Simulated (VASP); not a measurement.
## ZnCuH3: relaxation of cell and atoms with PBE

The system is ZnCuH3.

```
Zn Cu H
1.0
     3.51965    0.00000    0.00000
     0.00000    3.51965    0.00000
     0.00000    0.00000    3.51965
Zn Cu H
1 1 3
Direct
  0.50000 0.50000 0.50000
  0.00000 0.00000 0.00000
  0.00000 0.50000 0.50000
  0.50000 0.00000 0.50000
  0.50000 0.50000 0.00000
```

```
Program                : VASP 6.6.1
Task                   : relaxation of cell and atoms
Functional             : PBE
Potentials or basis    : VASP PAW PBE potentials, release 64 (Zn, Cu, H)
Cutoff                 : 600 eV
k mesh                 : 8 × 8 × 8
Occupations            : gaussian, width 0.1 eV
Spin                   : no spin polarisation
Dipole correction      : no
Further INCAR settings : ALGO = Normal; EDIFF = 1e-07; IBRION = 2; EDIFFG = -0.025; NSW = 90; ISIF = 3
```

| Property | Result |
| --- | --- |
| Relaxed volume | 8.76 Å³/atom |
| Relaxed cell | a = 3.525 Å, b = 3.525 Å, c = 3.525 Å, α = 90.00°, β = 90.00°, γ = 90.00° |
| Space group after relaxing (to 0.1 Å) | Pm-3m (No. 221) |
| Energy gained by relaxing | 0.1 meV/atom |
| Ionic steps | 2 |
| Pressure after relaxing | 0.2 GPa |
| Band gap on the k mesh | zero (bands 13 and 14 overlap by 1.84 eV) |

Step by step:
```tsv
step	energy change (eV)	largest force (eV/Å)	pressure (GPa)	volume (Å³)
1	0.0000	0.0000	0.55	43.60
2	-0.0005	0.0000	0.24	43.79
```

Final structure:
```xyz
5
Lattice="3.5247 0.0000 0.0000 0.0000 3.5247 0.0000 0.0000 0.0000 3.5247" Properties=species:S:1:pos:R:3 pbc="T T T"
Zn    1.7623    1.7623    1.7623
Cu    0.0000    0.0000    0.0000
H     0.0000    1.7623    1.7623
H     1.7623    0.0000    1.7623
H     1.7623    1.7623    0.0000
```

Levels at points of the mesh, in eV from the Fermi level:
```tsv
k point	band 10	band 11	band 12	band 13	band 14	band 15	band 16	band 17
(0.00, 0.00, 0.00)	-2.04	-2.04	0.72	0.72	2.80	2.80	2.80	3.42
(0.50, 0.00, 0.00)	-2.32	-2.04	-1.84	0.47	2.99	5.86	5.86	7.30
(0.50, 0.50, 0.00)	-2.17	-2.17	-1.91	-1.37	-0.31	6.20	6.36	6.36
(0.50, 0.50, 0.50)	-1.90	-1.17	-1.17	-1.17	-1.11	2.01	2.01	2.01
```

Run time: 24 s on 1 thread of Intel(R) Xeon(R) 6975P-C (Granite Rapids), on a shared host, peak memory 0.18 GiB.

PBE usually gives volumes a little too large and moduli too small. Zero-point motion and thermal expansion aren't in these numbers.
